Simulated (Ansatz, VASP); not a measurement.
# One calculation of MgO, two programs

Contents of POSCAR:

```
MgO
1.0
    4.1695034891      0.0196756735      0.0214997654
   -0.0196756735     -4.2389970246     -0.0140186705
   -0.0214997654     -0.0140186705     -4.2221011997
Mg O
4 4
Direct
   -0.0209169227      0.0242707299      0.0397744918
    0.5197776152      0.4885683374     -0.0356173702
    0.4798728881      0.0287279111      0.4902232064
   -0.0035853997      0.4874305657      0.5310442765
    0.5001307166     -0.0189871613     -0.0093812440
    0.0063074065      0.4629290861     -0.0351273797
    0.0266433906     -0.0166786805      0.4961392182
    0.4917703055      0.5437392116      0.5229448009
```

The input INCAR.step1:

```
  ALGO = Normal
  EDIFF = 1E-4
  ENCUT = 520
  GGA = PE
  ISMEAR = 0
  LASPH = T
  LCHARG = F
  LREAL = F
  LWAVE = T
  NBANDS = 26
  NELM = 80
  PREC = Accurate
  SIGMA = 0.05
```

The input INCAR.step2:

```
  ALGO = Normal
  EDIFF = 1E-7
  ENCUT = 520
  ISIF = 2
  ISMEAR = 0
  ISTART = 1
  LASPH = T
  LCHARG = F
  LMIXTAU = T
  LREAL = F
  LWAVE = F
  METAGGA = R2SCAN
  NBANDS = 26
  NELM = 80
  PREC = Accurate
  SIGMA = 0.05
```

Contents of KPOINTS:

```
k-points
0
Gamma
  6 6 6
```

Input for Ansatz:

```yaml
crystal:
  lattice:
    - [4.1695034891, 0.0196756735, 0.0214997654]
    - [-0.0196756735, -4.2389970246, -0.0140186705]
    - [-0.0214997654, -0.0140186705, -4.2221011997]
  atoms:
    - { symbol: Mg, position: [-0.0209169227, 0.0242707299, 0.0397744918] }
    - { symbol: Mg, position: [0.5197776152, 0.4885683374, -0.0356173702] }
    - { symbol: Mg, position: [0.4798728881, 0.0287279111, 0.4902232064] }
    - { symbol: Mg, position: [-0.0035853997, 0.4874305657, 0.5310442765] }
    - { symbol: O, position: [0.5001307166, -0.0189871613, -0.009381244] }
    - { symbol: O, position: [0.0063074065, 0.4629290861, -0.0351273797] }
    - { symbol: O, position: [0.0266433906, -0.0166786805, 0.4961392182] }
    - { symbol: O, position: [0.4917703055, 0.5437392116, 0.5229448009] }
basis:
  ecutwfc: 500
kpoints:
  mp_grid: { grid: [6, 6, 6] }
hamiltonian:
  xc: r2scan
scf:
  occupations: { method: gaussian, width: 0.05 }
output:
  forces: true
  stress: true
  eigenvalues: true
```

Change from the starting cell: all atoms moved at random (sigma 0.1 Å a component), cell strained at random (sigma 0.01).

Alike in both runs: task single point; functional r2SCAN; k mesh 6 × 6 × 6; occupations gaussian, width 0.05 eV; no spin polarisation.

```csv
,VASP,Ansatz
version,VASP 6.6.1,Ansatz 0.2.0
potentials or method,"VASP PAW PBE potentials, release 64 (Mg, O), cutoff 520 eV","scalar-relativistic, plane waves, PAW"
valence electrons in the cell,32,64
```

VASP gave:

* gap on the k mesh at the Fermi level (eV): 5.34
* least direct gap on the mesh (eV): 5.34
* pressure (GPa): 7.3
* traceless stress, the component that is largest in VASP (GPa): 6.81
* rms of the force components (eV/Å): 1.482

Estimate Ansatz's values.

gap on the k mesh at the Fermi level (eV): 5.37; least direct gap on the mesh (eV): 5.37; pressure (GPa): 8.2; traceless stress, the component that is largest in VASP (GPa): 6.60; rms of the force components (eV/Å): 1.465.

VASP's potentials were made for PBE, not for r2SCAN. Atom by atom the forces differ by 0.018 eV/Å (rms over components). The functional is the same, so the differences come from potentials, cutoffs and numerics. VASP's potentials hold 32 valence electrons a cell and Ansatz's 64, so a difference there can come from the potentials and not from the codes.
